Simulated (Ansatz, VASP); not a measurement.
**GaP: VASP beside Ansatz**

INCAR

```
ALGO     = Normal         # electronic algorithm
EDIFF    = 1E-6           # SCF threshold, eV
ENCUT    = 520            # plane-wave cutoff, eV
GGA      = PE             # functional
ISIF     = 2              # what is computed and relaxed
ISMEAR   = 0              # smearing method
LASPH    = T              # aspherical terms in the spheres
LCHARG   = T              # write CHGCAR
LELF     = T              # ELF
LREAL    = F              # projectors in reciprocal space
LVHAR    = T            
LWAVE    = F              # write WAVECAR
NBANDS   = 16             # bands
NELM     = 100            # most SCF steps
PREC     = Accurate       # precision mode
SIGMA    = 0.05           # smearing width, eV
```

The input KPOINTS:

```
k-points
0
Gamma
  10 10 10
```

File POSCAR:

```
GaP
1.0
    0.0000000000      2.6551847782      2.7271823934
    2.7271823934      0.0000000000      2.7271823934
    2.7271823934      2.6551847782      0.0000000000
Ga P
1 1
Direct
    0.0000000000      0.0000000000      0.0000000000
    0.7500000000      0.7500000000      0.7500000000
```

Input for Ansatz:

```yaml
crystal:
  lattice:
    - [0.0, 2.6551847782, 2.7271823934]
    - [2.7271823934, 0.0, 2.7271823934]
    - [2.7271823934, 2.6551847782, 0.0]
  atoms:
    - { symbol: Ga, position: [0.0, 0.0, 0.0] }
    - { symbol: P, position: [0.75, 0.75, 0.75] }
basis:
  ecutwfc: 420
kpoints:
  mp_grid: { grid: [10, 10, 10] }
hamiltonian:
  xc: pbe
  pseudopotentials: { kind: paw, azcp: { folder: soft_1 } }
scf:
  occupations: { method: gaussian, width: 0.05 }
output:
  forces: true
  stress: true
  eigenvalues: true
```

Alike in both runs: task single point; functional PBE; k mesh 10 × 10 × 10; occupations gaussian, width 0.05 eV; no spin polarisation.

|  | VASP | Ansatz |
| --- | --- | --- |
| version | VASP 6.6.1 | Ansatz 0.2.0 |
| potentials or method | VASP PAW PBE potentials, release 64 (Ga_d, P), cutoff 520 eV | scalar-relativistic, plane waves, PAW |
| valence electrons in the cell | 18 | 18 |

VASP gave:

| Item | Value |
| --- | --- |
| gap on the k mesh at the Fermi level (eV) | 1.30 |
| least direct gap on the mesh (eV) | 1.93 |
| pressure (GPa) | 4.7 |
| traceless stress, the component that is largest in VASP (GPa) | 1.25 |

Task: Which values does Ansatz return?

Result: gap on the k mesh at the Fermi level (eV): 1.30; least direct gap on the mesh (eV): 1.93; pressure (GPa): 4.8; traceless stress, the component that is largest in VASP (GPa): 1.24.
